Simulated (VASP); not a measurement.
A run of VASP 6.6.1 is set up as follows.

Contents of INCAR:

```
SYSTEM = Sb
PREC = Accurate ; ENCUT = 520
EDIFF = 1E-6 ; ISMEAR = -1
SIGMA = 0.15 ; LREAL = .False.
LASPH = .True. ; NELM = 60
ALGO = Normal ; ISIF = 2
LWAVE = .False. ; LCHARG = .False.
GGA = CA ; NBANDS = 8
```

The input KPOINTS:

```
regular mesh
0
Gamma
  3 3 3
  0 0 0
```

POSCAR

```
Sb
1.0
    3.5107790000      0.0000000000      0.0000000000
    0.6789527250      3.4445017614      0.0000000000
   -2.0948657819     -1.7222508144      2.2295646828
Sb
1
Direct
    0.0000000000      0.0000000000      0.0000000000
```

Potentials or basis: VASP PAW LDA potentials, release 64 (Sb).

The run is started by

```console
$ cat potpaw_LDA.64/Sb/POTCAR > POTCAR
$ mpirun -np 1 vasp_std > vasp.out
```

Task: What does it give for the pressure?

Result: -1.0 GPa.

Stress tensor (GPa, compression positive):
```
-6.33 -9.94  0.00
-9.94 -2.42  0.00
 0.00  0.00  5.76
```

Caveat: the k points lie up to 0.94 Å⁻¹ apart.
